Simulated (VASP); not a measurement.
Runs of VASP 6.6.1 on Ca. Symmetry: Fm-3m, No. 225, cubic system. The conventional cell has a = 5.567 Å, b = 5.567 Å, c = 5.567 Å, α = 90.00°, β = 90.00°, γ = 90.00°. Ca (site symmetry m-3m) has 12 Ca at 3.94 Å within 5.2 Å. 

| k mesh | smearing | gap on the mesh (eV) | pressure (GPa) |
| --- | --- | --- | --- |
| 2 × 2 × 2 | fermi-dirac 0.1 eV | - | (a) |
| 10 × 10 × 10 | fermi-dirac 0.1 eV | none | 0.0 |
| 6 × 6 × 6 | fermi-dirac 0.1 eV | none | 0.0 |
| 8 × 8 × 8 | fermi-dirac 0.1 eV | none | 0.1 |
| 10 × 10 × 10 | fermi-dirac 0.01 eV | none | 0.0 |
| 4 × 4 × 4 | fermi-dirac 0.1 eV | none | 0.1 |
| 10 × 10 × 10 | fermi-dirac 0.3 eV | none | 0.2 |

Alike in all rows: task single point; level r2SCAN; potentials or basis VASP PAW PBE potentials, release 64 (Ca_sv); no spin polarisation; cell as given; cutoff (eV) 520.

Question: Estimate the missing entries.

Answer: (a) -1.2.

Caveats: some runs use coarse meshes; the PAW data sets were made with another functional, which shifts forces and pressure a little; so wide a smearing shifts energies and pressures (at least some runs).

A gap of «none» marks levels without a gap at the run's occupations.
